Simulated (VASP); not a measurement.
# AgCl (Cmmm) in VASP: single point with HSE06

Aim: the single point of AgCl with HSE06.

Program: VASP 6.6.1. These are calculated values, not measurements. Logs are shortened: lines on timing, memory, paths and dates and some standing lists are left out, and cuts for length are marked.

## (1) The cell of the first run

It takes space group Cmmm (No. 65, orthorhombic). Conventional cell: a = 4.703 Å, b = 4.901 Å, c = 3.396 Å, α = 90.00°, β = 90.00°, γ = 90.00°. Ag (site symmetry mmm) has 8 Cl at 2.90 to 2.98 Å and 6 Ag at 3.40 Å within 3.8 Å. Cl (site symmetry mmm) has 8 Ag at 2.90 to 2.98 Å and 6 Cl at 3.40 Å within 3.8 Å.

## (2) Single point, HSE06 (shear xy strain +4.1%)

The input, POSCAR:

```
AgCl
1.0
    3.3955880419      0.0699491137      0.0000000000
    0.0699491137      3.3955880419      0.0000000000
    0.0000000000      0.0000000000      3.3955880419
Ag Cl
1 1
Direct
    0.0000000000      0.0000000000      0.0000000000
    0.5000000000      0.5000000000      0.5000000000
```

The input, INCAR.step1:

```
SYSTEM = AgCl
ALGO = Normal
EDIFF = 1E-5
ENCUT = 400
GGA = PE
GGA_COMPAT = .False.
ISIF = 2
ISMEAR = 0
LASPH = .True.
LCHARG = .False.
LREAL = .False.
LWAVE = .True.
NBANDS = 16
NELM = 120
PREC = Accurate
SIGMA = 0.01
```

The input, INCAR.step2:

```
SYSTEM = AgCl
ALGO = Normal
EDIFF = 1E-6
ENCUT = 400
GGA = PE
GGA_COMPAT = .False.
HFSCREEN = 0.2079
ISIF = 2
ISMEAR = 0
ISTART = 1
LASPH = .True.
LCHARG = .False.
LHFCALC = .True.
LREAL = .False.
LWAVE = .False.
NBANDS = 16
NELM = 120
PREC = Accurate
PRECFOCK = Normal
SIGMA = 0.01
```

The input, KPOINTS:

```
k-points
0
Gamma
  6 6 6
  0 0 0
```

Potentials or basis: VASP PAW PBE potentials, release 64 (Ag, Cl).

On the command line:

```bash
cat potpaw_PBE.64/Ag/POTCAR potpaw_PBE.64/Cl/POTCAR > POTCAR
cp INCAR.step1 INCAR
mpirun -np 1 vasp_std > vasp.out
cp INCAR.step2 INCAR
mpirun -np 1 vasp_std > vasp.out
```

OUTCAR:

```text
SYSTEM = AgCl
   EDIFF = 1E-6
   ENCUT = 400
   GGA = PE
   HFSCREEN = 0.2079
   ISIF = 2
   ISMEAR = 0
   ISTART = 1
   LASPH = .True.
   LHFCALC = .True.
   LREAL = .False.
   NELM = 120
   PREC = Accurate
   PRECFOCK = Normal

 ion  position               nearest neighbor table
   1  0.000  0.000  0.000-   2 2.90   2 2.90   2 2.90   2 2.90   2 2.98   2 2.98   2 2.98   2 2.98

   2  0.500  0.500  0.500-   1 2.90   1 2.90   1 2.90   1 2.90   1 2.98   1 2.98   1 2.98   1 2.98

  LATTYP: Found a base centered orthorhombic cell.
 ALAT       =     4.7031636758
 B/A-ratio  =     1.0420665714
 C/A-ratio  =     0.7219795601

  Lattice vectors:

 A1 = (  -0.0699491137,  -3.3955880419,   0.0000000000)
 A2 = (   3.3955880419,   0.0699491137,   0.0000000000)
 A3 = (   0.0000000000,   0.0000000000,   3.3955880419)

Analysis of symmetry for initial positions (statically):
=====================================================================
 Subroutine PRICEL returns:
 Original cell was already a primitive cell.

 Routine SETGRP: Setting up the symmetry group for a
 base centered orthorhombic supercell.

 Subroutine GETGRP returns: Found  8 space group operations
 (whereof  8 operations were pure point group operations)
 out of a pool of  8 trial point group operations.

The static configuration has the point symmetry D_2h.

Analysis of symmetry for dynamics (positions and initial velocities):
=====================================================================
 Subroutine PRICEL returns:
 Original cell was already a primitive cell.

 Routine SETGRP: Setting up the symmetry group for a
 base centered orthorhombic supercell.

 Subroutine GETGRP returns: Found  8 space group operations
 (whereof  8 operations were pure point group operations)
 out of a pool of  8 trial point group operations.

The dynamic configuration has the point symmetry D_2h.

 Subroutine INISYM returns: Found  8 space group operations
 (whereof  8 operations are pure point group operations),
 and found     1 'primitive' translations

----------------------------------------------------------------------------------------

                                     Primitive cell

  volume of cell :      39.1346

  direct lattice vectors                    reciprocal lattice vectors
     3.395588042  0.069949114  0.000000000     0.294624827 -0.006069271  0.000000000
     0.069949114  3.395588042  0.000000000    -0.006069271  0.294624827  0.000000000
     0.000000000  0.000000000  3.395588042     0.000000000  0.000000000  0.294499800

  length of vectors
     3.396308441  3.396308441  3.395588042     0.294687334  0.294687334  0.294499800

  position of ions in fractional coordinates (direct lattice)
     0.000000000  0.000000000  0.000000000
     0.500000000  0.500000000  0.500000000

  ion indices of the primitive-cell ions
   primitive index   ion index
                 1           1
                 2           2

----------------------------------------------------------------------------------------

 KPOINTS: k-points

Automatic generation of k-mesh.
 Grid dimensions read from file:
 generate k-points for:    6    6    6

 Generating k-lattice:

  Cartesian coordinates                     Fractional coordinates (reciprocal lattice)
     0.049104138 -0.001011545  0.000000000     0.166666667  0.000000000  0.000000000
    -0.001011545  0.049104138  0.000000000     0.000000000  0.166666667  0.000000000
     0.000000000  0.000000000  0.049083300     0.000000000  0.000000000  0.166666667

  Length of vectors
     0.049114556  0.049114556  0.049083300

  Shift w.r.t. Gamma in fractional coordinates (k-lattice)
     0.000000000  0.000000000  0.000000000

 Subroutine IBZKPT returns following result:
 ===========================================

 Found     52 irreducible k-points:

 Following reciprocal coordinates:
            Coordinates               Weight
  0.000000  0.000000  0.000000      1.000000
  0.166667 -0.000000  0.000000      4.000000
  0.333333  0.000000  0.000000      4.000000
  0.500000 -0.000000  0.000000      2.000000
  0.166667  0.166667  0.000000      2.000000
  0.333333  0.166667  0.000000      4.000000
[... 16 lines left out ...]
  0.333333  0.333333  0.166667      4.000000
  0.500000  0.333333  0.166667      8.000000
 [... further k-points ...]
   k-points           NKPTS =     52   k-points in BZ     NKDIM =    216   number of bands    NBANDS=     16
   number of dos      NEDOS =    301   number of ions     NIONS =      2
   total plane-waves  NPLWV =  13824
   dimension x,y,z NGX =    24 NGY =   24 NGZ =   24
   dimension x,y,z NGXF=    48 NGYF=   48 NGZF=   48
   ions per type =               1   1
   NGX,Y,Z   is equivalent  to a cutoff of  11.75, 11.75, 11.75 a.u.
   NGXF,Y,Z  is equivalent  to a cutoff of  23.50, 23.50, 23.50 a.u.
 SYSTEM =  AgCl
   PREC   = accura    normal or accurate (medium, high low for compatibility)
   ISTART =      1    job   : 0-new  1-cont  2-samecut
   ICHARG =      0    charge: 1-file 2-atom 10-const
   ISPIN  =      1    spin polarized calculation?
   LNONCOLLINEAR =      F non collinear calculations
   LSORBIT =      F    spin-orbit coupling
   LASPH  =      T    aspherical Exc in radial PAW
   ENCUT  =  400.0 eV  29.40 Ry    5.42 a.u.   5.54  5.54  5.54*2*pi/ulx,y,z
   NELM   =    120;   NELMIN=  2; NELMDL=  0     # of ELM steps
   EDIFF  = 0.1E-05   stopping-criterion for ELM
   LREAL  =      F    real-space projection
   EDIFFG = 0.1E-04   stopping-criterion for IOM
   NSW    =      0    number of steps for IOM
   IBRION =     -1    ionic relax: 0-MD 1-quasi-New 2-CG
   NFREE  =      0    steps in history (QN), initial steepest desc. (CG)
   ISIF   =      2    stress and relaxation
   ISYM   =      3    0-nonsym 1-usesym 2-fastsym
   POTIM  = 0.5000    time-step for ionic-motion
   TEBEG  =    0.0;   TEEND  =   0.0 temperature during run
   PSTRESS=    0.0 pullay stress
   NELECT =      18.0000    total number of electrons
   NUPDOWN=      -1.0000    fix difference up-down
   EMIN   =  10.00;   EMAX   =-10.00  energy-range for DOS
   EFERMI =   0.00;   METHOD = LEGACY
   ISMEAR =     0;   SIGMA  =   0.01  broadening in eV -4-tet -1-fermi 0-gaus
   EFERMI_NEDOS =   21; number of points for ismear=-14 and -15
   IALGO  =     38    algorithm
   IMIX   =      1    mixing-type and parameters
     AMIX     =   0.40;   BMIX     =  1.00
     AMIX_MAG =   1.60;   BMIX_MAG =  1.00
  volume/ion in A,a.u.               =      19.57       132.05
  Fermi-wavevector in a.u.,A,eV,Ry     =   1.263704  2.388055 21.727803  1.596948
  Thomas-Fermi vector in A             =   2.397047
   LORBIT       =      0    0 simple, 1 ext, 2 COOP (PROOUT), +10 PAW based schemes
   GGA     = PE    functional components
   LHFCALC =     T    Hartree Fock is set to
   PRECFOCK=normal    Normal, Fast or Accurate (Low or Medium for compatibility)
   ENCUT4O =  -1.0   cutoff for four orbital integrals eV
   NKREDX  =     1    reduce k-point grid by
   NKREDY  =     1    reduce k-point grid by
   NKREDZ  =     1    reduce k-point grid by
   AEXX    =    0.2500 exact exchange contribution
   HFSCREEN=    0.2079 screening length (either q_TF or 0.3 A-1)
   HFSCREENC=   0.2079 screening length for correlation (either q_TF or 0.3 A-1)
   ENCUTFOCK=  -1.0 apply spherical cutoff to Coloumb kernel
   IVDW    =     0    specifies the selected vdW correction
   LEPSILON=     F    determine dielectric tensor
   LRPA    =     F    only Hartree local field effects (RPA)
 non-spin polarized calculation
 Gauss-broadening in eV      SIGMA  =   0.01
  energy-cutoff  :      400.00
  volume of cell :       39.13
 maximum number of plane-waves:       731
 NGX is ok and might be reduce to    24
  NGX = 18; NGY = 18; NGZ = 18

 number of electron      17.9999989 magnetization

 Free energy of the ion-electron system (eV)
  ---------------------------------------------------
  ext. energy  EPLUGINS =         0.00000000
  ---------------------------------------------------
  free energy    TOTEN  =        -6.34800457 eV

  energy without entropy =       -6.34800457  energy(sigma->0) =       -6.34800457

 E-fermi :   3.6305     XC(G=0):  -8.6803

 val. band max:        3.4995621551   @ k =   0.0000   0.0000   0.5000
 cond. band min:       5.3637625469   @ k =   0.0000   0.0000   0.0000
 fundamental gap:      1.8642003919
 Fermi energy:         3.6304975945

 k-point     1 :       0.0000    0.0000    0.0000
  band No.  band energies     occupation
      1     -12.6432      2.00000
      2      -0.0065      2.00000
      3      -0.0025      2.00000
      4       0.9558      2.00000
      5       0.9754      2.00000
      6       1.0014      2.00000
[... 8 lines left out ...]
     15      19.5664      0.00000
     16      21.6506      0.00000

 k-point     2 :       0.1667   -0.0000    0.0000
  band No.  band energies     occupation
      1     -12.5174      2.00000
      2      -0.3001      2.00000
      3       0.0281      2.00000
      4       0.5320      2.00000
      5       0.5410      2.00000
      6       0.9952      2.00000
[... 8 lines left out ...]
     15      18.7247      0.00000
     16      21.6178      0.00000

 k-point     3 :       0.3333    0.0000    0.0000
  band No.  band energies     occupation
      1     -12.2447      2.00000
      2      -1.5401      2.00000
      3       0.0184      2.00000
      4       0.0673      2.00000
      5       0.1643      2.00000
      6       1.0194      2.00000
[... 8 lines left out ...]
     15      20.3690      0.00000
     16      21.3704      0.00000

 k-point     4 :       0.5000   -0.0000    0.0000
  band No.  band energies     occupation
      1     -12.0957      2.00000
      2      -2.1456      2.00000
      3      -0.1193      2.00000
      4      -0.1027      2.00000
      5       0.1713      2.00000
      6       1.0318      2.00000
[... 8 lines left out ...]
     15      21.0141      0.00000
     16      21.2507      0.00000
[... 324 lines left out ...]
 k-point    22 :      -0.1667    0.1667    0.1667
  band No.  band energies     occupation
      1     -12.2847      2.00000
      2      -0.2408      2.00000
      3      -0.1877      2.00000
      4      -0.1720      2.00000
      5       0.5967      2.00000
      6       0.6226      2.00000
[... 8 lines left out ...]
     15      17.2927      0.00000
     16      22.9154      0.00000

 k-point    23 :       0.3333    0.3333    0.1667
  band No.  band energies     occupation
      1     -11.8614      2.00000
      2      -0.9429      2.00000
      3      -0.7216      2.00000
      4       0.3314      2.00000
      5       0.5948      2.00000
      6       0.7611      2.00000
[... 8 lines left out ...]
     15      19.0349      0.00000
     16      21.2332      0.00000

 k-point    24 :       0.5000    0.3333    0.1667
  band No.  band energies     occupation
      1     -11.7470      2.00000
      2      -1.1994      2.00000
      3      -0.8350      2.00000
      4       0.3987      2.00000
      5       0.5727      2.00000
      6       0.9502      2.00000
[... 8 lines left out ...]
     15      19.2136      0.00000
     16      20.8724      0.00000

 [... further k-points ...]

------------------------ aborting loop because EDIFF is reached ----------------------------------------

  FORCE on cell =-STRESS in cart. coord.  units (eV):
  Direction    XX          YY          ZZ          XY          YZ          ZX
  --------------------------------------------------------------------------------------
  -------------------------------------------------------------------------------------
  Total        0.2285571      0.2285571      0.2294946      0.1054537      0.0000000      0.0000000
  in kB        9.3571724      9.3571724      9.3955522      4.3172964      0.0000000      0.0000000
  external PRESSURE =       9.3699657 kB  Pullay stress =       0.0000000 kB

 VOLUME and BASIS-vectors are now :
 -----------------------------------------------------------------------------
  energy-cutoff  :      400.00
  volume of cell :       39.13
      direct lattice vectors                 reciprocal lattice vectors
     3.395588042  0.069949114  0.000000000     0.294624827 -0.006069271  0.000000000
     0.069949114  3.395588042  0.000000000    -0.006069271  0.294624827  0.000000000
     0.000000000  0.000000000  3.395588042     0.000000000  0.000000000  0.294499800

 POSITION                                       TOTAL-FORCE (eV/Angst)
 -----------------------------------------------------------------------------------
      0.00000      0.00000      0.00000         0.000000      0.000000      0.000000
      1.73277      1.73277      1.69779        -0.000000      0.000000      0.000000
 -----------------------------------------------------------------------------------
    total drift:                                0.000000     -0.000000     -0.000000

  FREE ENERGIE OF THE ION-ELECTRON SYSTEM (eV)
  ---------------------------------------------------
  free  energy   TOTEN  =        -6.3480045741 eV

  energy  without entropy=       -6.3480045741  energy(sigma->0) =       -6.34800457
```

It took 41 min on 1 thread of Intel Xeon Platinum 8488C (Sapphire Rapids), shared host; peak memory 0.27 GiB.

What came out:

```yaml
Free_energy: -6.3480 eV
Pressure: 0.9 GPa
Band_gap_on_the_k_mesh: 1.86 eV (least direct gap 3.49 eV)
```

Stress tensor (GPa, compression positive):
```
0.94 0.43 0.00
0.43 0.94 0.00
0.00 0.00 0.94
```

Caveat: the cell differs from its parent crystal (shear xy strain +4.1%); the structure was generated, so it needn't be the stable form of AgCl; the PAW data sets were made with another functional, which shifts forces and pressure a little.
